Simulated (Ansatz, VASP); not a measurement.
**PbF6 in VASP and in Ansatz**

```xyz
7
Lattice="-3.0807 3.0807 3.0807 3.0807 -3.0807 3.0807 3.0807 3.0807 -3.0807" Properties=species:S:1:pos:R:3 pbc="T T T"
Pb    0.0000    0.0000    0.0000
F     4.3728    0.0000    0.0000
F     1.7886    0.0000    0.0000
F     0.0000    4.3728    0.0000
F     0.0000    1.7886    0.0000
F     0.0000    0.0000    4.3728
F     0.0000    0.0000    1.7886
```

Alike in both runs: task relaxation of cell and atoms; functional PBE; k mesh 4 × 4 × 4; occupations gaussian, width 0.1 eV; no spin polarisation.

|  | VASP | Ansatz |
| --- | --- | --- |
| version | VASP 6.6.1 | Ansatz 0.2.0 |
| potentials or method | VASP PAW PBE potentials, release 64 (Pb_d, F), cutoff 600 eV | scalar-relativistic, plane waves, PAW |
| valence electrons in the cell | 56 | 56 |

|  | VASP | Ansatz | Ansatz less VASP |
| --- | --- | --- | --- |
| gap on the k mesh at the Fermi level, each at its own relaxed structure (eV) | none | none | - |
| relaxed volume (Å³/atom) | 17.15 | 17.49 | +0.342 |
| relaxed cell length with the largest relative difference (Å) | 5.382 | 5.418 | +0.0356 |

A gap of «none» marks a metal or a gap that the smearing closes.

The k mesh is coarse, so the values compare programs but aren't converged. Neither program's run includes spin-orbit coupling.
